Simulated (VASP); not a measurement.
# HgH (P6/mmm) in VASP: a series of runs

HgH is run at these levels: PBE; tasks: single point.

Everything below comes from runs of VASP 6.6.1. Logs are shortened: lines on timing, memory, paths and dates and some standing lists are left out, and cuts for length are marked.

### Step 1. The cell of the first run

The structure is hexagonal, space group P6/mmm (No. 191). Conventional cell: a = 6.502 Å, b = 6.502 Å, c = 2.923 Å, α = 90.00°, β = 90.00°, γ = 120.00°. Within 3.1 Å of Hg (site symmetry mmm) lie 4 H at 2.38 Å and 2 Hg at 2.92 Å. Within 3.9 Å of H (site symmetry 6/mmm) lie 2 H at 2.92 Å and 6 Hg at 3.25 Å. Within 3.1 Å of H (site symmetry -6m2) lie 6 Hg at 2.38 Å and 2 H at 2.92 Å.

### Step 2. Single point, PBE

The input, INCAR:

```
SYSTEM = HgH
  PREC = Accurate
  ENCUT = 520
  EDIFF = 1E-6
  ISMEAR = 0
  SIGMA = 0.1
  LREAL = .FALSE.
  LASPH = .TRUE.
  NELM = 60
  ALGO = Normal
  ISIF = 2
  LWAVE = .FALSE.
  LCHARG = .TRUE.
  GGA = PE
  LELF = .TRUE.
  LVHAR = .TRUE.
  NBANDS = 28
```

The input, KPOINTS:

```
regular mesh
0
G
  3 3 6
  0 0 0
```

The input, POSCAR:

```
HgH
1.0
    6.5023227587      0.0000000000      0.0000000000
   -3.2511613793      5.6311766926      0.0000000000
    0.0000000000      0.0000000000      2.9232052625
Hg H
3 3
Direct
    0.5000000000      0.0000000000      0.0000000000
    0.5000000000      0.5000000000      0.0000000000
    0.0000000000      0.5000000000      0.0000000000
    0.0000000000      0.0000000000      0.0000000000
    0.3333333333      0.6666666667      0.5000000000
    0.6666666667      0.3333333333      0.5000000000
```

Potentials or basis: VASP PAW PBE potentials, release 64 (Hg, H).

Command:

```console
$ cat potpaw_PBE.64/Hg/POTCAR potpaw_PBE.64/H/POTCAR > POTCAR
$ mpirun -np 1 vasp_std > vasp.out
```

OUTCAR:

```text
SYSTEM = HgH
   PREC = Accurate
   ENCUT = 520
   EDIFF = 1E-6
   ISMEAR = 0
   LREAL = .FALSE.
   LASPH = .TRUE.
   NELM = 60
   ISIF = 2
   GGA = PE

 ion  position               nearest neighbor table
   1  0.500  0.000  0.000-   5 2.38   6 2.38   5 2.38   6 2.38   2 3.25   2 3.25   3 3.25   3 3.25

   2  0.500  0.500  0.000-   5 2.38   6 2.38   5 2.38   6 2.38   1 3.25   1 3.25   3 3.25   3 3.25

   3  0.000  0.500  0.000-   5 2.38   6 2.38   5 2.38   6 2.38   1 3.25   1 3.25   2 3.25   2 3.25

   4  0.000  0.000  0.000-
   5  0.333  0.667  0.500-   1 2.38   1 2.38   3 2.38   3 2.38   2 2.38   2 2.38
   6  0.667  0.333  0.500-   1 2.38   1 2.38   3 2.38   3 2.38   2 2.38   2 2.38

  LATTYP: Found a hexagonal cell.
 ALAT       =     6.5023227587
 C/A-ratio  =     0.4495632362

  Lattice vectors:

 A1 = (   6.5023227587,   0.0000000000,   0.0000000000)
 A2 = (  -3.2511613793,   5.6311766926,   0.0000000000)
 A3 = (   0.0000000000,   0.0000000000,   2.9232052625)

Analysis of symmetry for initial positions (statically):
=====================================================================
 Subroutine PRICEL returns:
 Original cell was already a primitive cell.

 Routine SETGRP: Setting up the symmetry group for a
 hexagonal supercell.

 Subroutine GETGRP returns: Found 24 space group operations
 (whereof 24 operations were pure point group operations)
 out of a pool of 24 trial point group operations.

The static configuration has the point symmetry D_6h.

Analysis of symmetry for dynamics (positions and initial velocities):
=====================================================================
 Subroutine PRICEL returns:
 Original cell was already a primitive cell.

 Routine SETGRP: Setting up the symmetry group for a
 hexagonal supercell.

 Subroutine GETGRP returns: Found 24 space group operations
 (whereof 24 operations were pure point group operations)
 out of a pool of 24 trial point group operations.

The dynamic configuration has the point symmetry D_6h.

 Subroutine INISYM returns: Found 24 space group operations
 (whereof 24 operations are pure point group operations),
 and found     1 'primitive' translations

----------------------------------------------------------------------------------------

                                     Primitive cell

  volume of cell :     107.0353

  direct lattice vectors                    reciprocal lattice vectors
     6.502322759  0.000000000  0.000000000     0.153791197  0.088791389  0.000000000
    -3.251161379  5.631176693  0.000000000     0.000000000  0.177582778  0.000000000
     0.000000000  0.000000000  2.923205262     0.000000000  0.000000000  0.342090243

  length of vectors
     6.502322759  6.502322759  2.923205262     0.177582778  0.177582778  0.342090243

  position of ions in fractional coordinates (direct lattice)
     0.500000000  0.000000000  0.000000000
     0.500000000  0.500000000  0.000000000
     0.000000000  0.500000000  0.000000000
     0.000000000  0.000000000  0.000000000
     0.333333333  0.666666667  0.500000000
     0.666666667  0.333333333  0.500000000

  ion indices of the primitive-cell ions
   primitive index   ion index
                 1           1
                 2           2
                 3           3
                 4           4
                 5           5
                 6           6

----------------------------------------------------------------------------------------

 KPOINTS: regular mesh

Automatic generation of k-mesh.
 Grid dimensions read from file:
 generate k-points for:    3    3    6

 Generating k-lattice:

  Cartesian coordinates                     Fractional coordinates (reciprocal lattice)
     0.051263732  0.029597130  0.000000000     0.333333333  0.000000000  0.000000000
     0.000000000  0.059194259  0.000000000     0.000000000  0.333333333  0.000000000
     0.000000000  0.000000000  0.057015041     0.000000000  0.000000000  0.166666667

  Length of vectors
     0.059194259  0.059194259  0.057015041

  Shift w.r.t. Gamma in fractional coordinates (k-lattice)
     0.000000000  0.000000000  0.000000000

 Subroutine IBZKPT returns following result:
 ===========================================

 Found     12 irreducible k-points:

 Following reciprocal coordinates:
            Coordinates               Weight
  0.000000  0.000000  0.000000      1.000000
  0.333333  0.000000  0.000000      6.000000
  0.333333  0.333333  0.000000      2.000000
  0.000000  0.000000  0.166667      2.000000
  0.333333  0.000000  0.166667     12.000000
  0.333333  0.333333  0.166667      4.000000
  0.000000  0.000000  0.333333      2.000000
  0.333333  0.000000  0.333333     12.000000
  0.333333  0.333333  0.333333      4.000000
  0.000000  0.000000  0.500000      1.000000
  0.333333  0.000000  0.500000      6.000000
  0.333333  0.333333  0.500000      2.000000
   k-points           NKPTS =     12   k-points in BZ     NKDIM =     12   number of bands    NBANDS=     28
   number of dos      NEDOS =    301   number of ions     NIONS =      6
   total plane-waves  NPLWV =  55296
   dimension x,y,z NGX =    48 NGY =   48 NGZ =   24
   dimension x,y,z NGXF=    96 NGYF=   96 NGZF=   48
   ions per type =               3   3
   NGX,Y,Z   is equivalent  to a cutoff of  12.27, 12.27, 13.65 a.u.
   NGXF,Y,Z  is equivalent  to a cutoff of  24.54, 24.54, 27.30 a.u.
 SYSTEM =  HgH
   PREC   = accura    normal or accurate (medium, high low for compatibility)
   ISTART =      0    job   : 0-new  1-cont  2-samecut
   ICHARG =      2    charge: 1-file 2-atom 10-const
   ISPIN  =      1    spin polarized calculation?
   LNONCOLLINEAR =      F non collinear calculations
   LSORBIT =      F    spin-orbit coupling
   LASPH  =      T    aspherical Exc in radial PAW
   ENCUT  =  520.0 eV  38.22 Ry    6.18 a.u.  12.09 12.09  5.44*2*pi/ulx,y,z
   NELM   =     60;   NELMIN=  2; NELMDL= -5     # of ELM steps
   EDIFF  = 0.1E-05   stopping-criterion for ELM
   LREAL  =      F    real-space projection
   EDIFFG = 0.1E-04   stopping-criterion for IOM
   NSW    =      0    number of steps for IOM
   IBRION =     -1    ionic relax: 0-MD 1-quasi-New 2-CG
   NFREE  =      0    steps in history (QN), initial steepest desc. (CG)
   ISIF   =      2    stress and relaxation
   ISYM   =      2    0-nonsym 1-usesym 2-fastsym
   POTIM  = 0.5000    time-step for ionic-motion
   TEBEG  =    0.0;   TEEND  =   0.0 temperature during run
   PSTRESS=    0.0 pullay stress
   NELECT =      39.0000    total number of electrons
   NUPDOWN=      -1.0000    fix difference up-down
   EMIN   =  10.00;   EMAX   =-10.00  energy-range for DOS
   EFERMI =   0.00;   METHOD = LEGACY
   ISMEAR =     0;   SIGMA  =   0.10  broadening in eV -4-tet -1-fermi 0-gaus
   EFERMI_NEDOS =   21; number of points for ismear=-14 and -15
   IALGO  =     38    algorithm
   IMIX   =      4    mixing-type and parameters
     AMIX     =   0.40;   BMIX     =  1.00
     AMIX_MAG =   1.60;   BMIX_MAG =  1.00
  volume/ion in A,a.u.               =      17.84       120.38
  Fermi-wavevector in a.u.,A,eV,Ry     =   1.169286  2.209630 18.602286  1.367229
  Thomas-Fermi vector in A             =   2.305761
   LORBIT       =      0    0 simple, 1 ext, 2 COOP (PROOUT), +10 PAW based schemes
   GGA     = PE    functional components
   LHFCALC =     F    Hartree Fock is set to
   AEXX    =    0.0000 exact exchange contribution
   IVDW    =     0    specifies the selected vdW correction
   LEPSILON=     F    determine dielectric tensor
   LRPA    =     F    only Hartree local field effects (RPA)
 non-spin polarized calculation
 Gauss-broadening in eV      SIGMA  =   0.10
  energy-cutoff  :      520.00
  volume of cell :      107.04
 maximum number of plane-waves:      2915
   NGX = 25   NGY = 25   NGZ = 11

 number of electron      38.9999988 magnetization

 Free energy of the ion-electron system (eV)
  ---------------------------------------------------
  ext. energy  EPLUGINS =         0.00000000
  ---------------------------------------------------
  free energy    TOTEN  =        -5.52812000 eV

  energy without entropy =       -5.51746177  energy(sigma->0) =       -5.52279088

 E-fermi :   0.7507     XC(G=0):  -9.2603

 val. band max:        0.7488392325   @ k =   0.3333   0.3333   0.3333
 cond. band min:       0.8240157807   @ k =   0.3333   0.3333   0.1667
 fundamental gap:      0.0751765482
 Fermi energy:         0.7507402945

 k-point     1 :       0.0000    0.0000    0.0000
  band No.  band energies     occupation
      1      -8.9794      2.00000
      2      -7.3835      2.00000
      3      -7.3310      2.00000
      4      -7.3310      2.00000
      5      -6.6471      2.00000
      6      -6.6471      2.00000
[... 20 lines left out ...]
     27       9.2785      0.00000
     28      11.4827      0.00000

 k-point     2 :       0.3333    0.0000    0.0000
  band No.  band energies     occupation
      1      -8.5931      2.00000
      2      -7.5398      2.00000
      3      -7.3310      2.00000
      4      -7.2899      2.00000
      5      -6.7300      2.00000
      6      -6.3555      2.00000
[... 20 lines left out ...]
     27       9.3171      0.00000
     28      10.4602      0.00000

 k-point     3 :       0.3333    0.3333    0.0000
  band No.  band energies     occupation
      1      -8.0279      2.00000
      2      -8.0279      2.00000
      3      -7.3316      2.00000
      4      -7.0959      2.00000
      5      -7.0959      2.00000
      6      -6.4532      2.00000
[... 20 lines left out ...]
     27       8.3428      0.00000
     28      11.8313      0.00000

 k-point     4 :       0.0000    0.0000    0.1667
  band No.  band energies     occupation
      1      -8.4615      2.00000
      2      -7.0086      2.00000
      3      -6.8666      2.00000
      4      -6.7494      2.00000
      5      -6.7494      2.00000
      6      -6.5565      2.00000
[... 206 lines left out ...]
     27       5.1890      0.00000
     28       9.1627      0.00000

 k-point    11 :       0.3333    0.0000    0.5000
  band No.  band energies     occupation
      1      -7.8326      2.00000
      2      -6.9788      2.00000
      3      -6.6720      2.00000
      4      -6.5898      2.00000
      5      -6.5312      2.00000
      6      -6.3240      2.00000
[... 20 lines left out ...]
     27       6.9436      0.00000
     28       8.1779      0.00000

 k-point    12 :       0.3333    0.3333    0.5000
  band No.  band energies     occupation
      1      -7.4576      2.00000
      2      -7.4576      2.00000
      3      -6.5755      2.00000
      4      -6.3666      2.00000
      5      -6.3659      2.00000
      6      -6.3659      2.00000
[... 20 lines left out ...]
     27       7.5179      0.00000
     28       8.2336      0.00000

------------------------ aborting loop because EDIFF is reached ----------------------------------------

  FORCE on cell =-STRESS in cart. coord.  units (eV):
  Direction    XX          YY          ZZ          XY          YZ          ZX
  --------------------------------------------------------------------------------------
  -------------------------------------------------------------------------------------
  Total        0.0261397      0.0261397      0.2702154      0.0000000     -0.0000000      0.0000000
  in kB        0.3912776      0.3912776      4.0447686      0.0000000     -0.0000000      0.0000000
  external PRESSURE =       1.6091079 kB  Pullay stress =       0.0000000 kB

 VOLUME and BASIS-vectors are now :
 -----------------------------------------------------------------------------
  energy-cutoff  :      520.00
  volume of cell :      107.04
      direct lattice vectors                 reciprocal lattice vectors
     6.502322759  0.000000000  0.000000000     0.153791197  0.088791389  0.000000000
    -3.251161379  5.631176693  0.000000000     0.000000000  0.177582778  0.000000000
     0.000000000  0.000000000  2.923205262     0.000000000  0.000000000  0.342090243

 POSITION                                       TOTAL-FORCE (eV/Angst)
 -----------------------------------------------------------------------------------
      3.25116      0.00000      0.00000         0.000000      0.000000      0.000000
      1.62558      2.81559      0.00000         0.000000      0.000000      0.000000
     -1.62558      2.81559      0.00000         0.000000      0.000000      0.000000
      0.00000      0.00000      0.00000         0.000000      0.000000      0.000000
     -0.00000      3.75412      1.46160        -0.000000      0.000000     -0.000000
      3.25116      1.87706      1.46160         0.000000      0.000000      0.000000
 -----------------------------------------------------------------------------------
    total drift:                               -0.000000      0.000000      0.000000

  FREE ENERGIE OF THE ION-ELECTRON SYSTEM (eV)
  ---------------------------------------------------
  free  energy   TOTEN  =        -5.5281200006 eV

  energy  without entropy=       -5.5174617660  energy(sigma->0) =       -5.52279088
```

It took 51 s on 1 thread of AMD EPYC 7R43 (Zen 3), shared host; peak memory 0.19 GiB.

Results:

```yaml
Free_energy: -5.5281 eV
Pressure: 0.2 GPa
```

Levels at points of the mesh, in eV from the Fermi level:
| k point | band 17 | band 18 | band 19 | band 20 | band 21 | band 22 | band 23 | band 24 |
| --- | --- | --- | --- | --- | --- | --- | --- | --- |
| (0.00, 0.00, 0.00) | -5.81 | -2.77 | -2.77 | -1.15 | 0.18 | 0.18 | 3.33 | 7.90 |
| (0.00, 0.00, 0.50) | -2.30 | -0.03 | 0.72 | 1.18 | 1.54 | 1.54 | 1.83 | 1.83 |

Caveat: the k points lie up to 0.37 Å⁻¹ apart; spin-orbit coupling is left out, which moves the levels of the heavy elements.

### Step 3. Single point, PBE

This run uses another cell than the first one, of 14.86 Å³/atom, 0.833 times its volume.

The input, INCAR:

```
PREC = Accurate ; ENCUT = 520
EDIFF = 1E-7 ; ISMEAR = 0
SIGMA = 0.1 ; LREAL = F
LASPH = T ; NELM = 80
ALGO = Normal ; ISIF = 2
LWAVE = F ; LCHARG = T
GGA = PE ; LELF = T
LVHAR = T ; NBANDS = 28
```

The input, KPOINTS:

```
regular mesh
0
Gamma
  6 6 4
```

Edit POSCAR of step 2 so:

```diff
@@ -2,5 +2,5 @@
 1.0
-    6.5023227587      0.0000000000      0.0000000000
-   -3.2511613793      5.6311766926      0.0000000000
-    0.0000000000      0.0000000000      2.9232052625
+    5.0344439966      0.0000000000      0.0000000000
+   -2.5172219983      4.3599563950      0.0000000000
+    0.0000000000      0.0000000000      4.0618809518
 Hg H
```

Potentials or basis: VASP PAW PBE potentials, release 64 (Hg, H).

Command:

```console
$ cat potpaw_PBE.64/Hg/POTCAR potpaw_PBE.64/H/POTCAR > POTCAR
$ mpirun -np 1 vasp_std > vasp.out
```

Run time: 74 s. Hardware: 1 thread of AMD EPYC 7R43 (Zen 3), shared host; peak memory 0.18 GiB.

It converged, with:

```yaml
Free_energy: -3.2584 eV
Pressure: 25.3 GPa
```

Stress tensor (GPa, compression positive):
```
36.94  0.00  0.00
 0.00 36.94  0.00
 0.00  0.00  2.04
```

Levels at points of the mesh, in eV from the Fermi level:
```tsv
k point	band 17	band 18	band 19	band 20	band 21	band 22	band 23	band 24
(0.00, 0.00, 0.00)	-4.03	-1.09	0.56	0.56	1.12	1.87	1.87	1.87
(0.50, 0.00, 0.00)	-6.72	-3.27	-0.49	0.96	1.29	3.53	3.79	5.51
(0.00, 0.00, 0.50)	-4.97	-1.02	-0.45	-0.04	1.37	1.37	3.14	3.14
(0.50, 0.00, 0.50)	-6.10	-3.91	-2.41	-2.11	0.45	3.40	3.42	4.60
```

Caveat: the k points lie up to 0.39 Å⁻¹ apart; spin-orbit coupling is left out, which moves the levels of the heavy elements.
